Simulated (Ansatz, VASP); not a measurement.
TiCo in VASP and in Ansatz

```
CELL_PARAMETERS angstrom
2.98611 0.00000 0.00000
0.00000 2.98611 0.00000
0.00000 0.00000 2.98611
ATOMIC_POSITIONS crystal
Co 0.50000 0.50000 0.50000
Ti 0.00000 0.00000 0.00000
```

Alike in both runs: functional revPBE; dispersion D3(BJ); k mesh 9 × 9 × 9; occupations fermi-dirac, width 0.05 eV; collinear spin.

```csv
,VASP,Ansatz
version,VASP 6.6.1,Ansatz 0.2.0
potentials or method,"VASP PAW PBE potentials, release 64 (Co_sv, Ti_sv)",SG15 NC
plane-wave cutoff (eV),690,1225
valence electrons in the cell,29,29
task,single point,density of states
```

```csv
,VASP,Ansatz,Ansatz less VASP
gap on the k mesh at the Fermi level (eV),none,none,-
pressure (GPa),-10.7,-9.0,+1.70
net moment per atom (μB),0.42,0.42,0.000
size of the moment on the site where the two differ most (μB),0.94,0.97,+0.029
```

VASP's potentials were made for PBE, not for revPBE. Site moments also hang on the region over which each program counts them. A gap of «none» marks a metal or a gap that the smearing closes.

Noted on Ansatz's run: the potentials were made for another functional, which shifts forces and pressure.
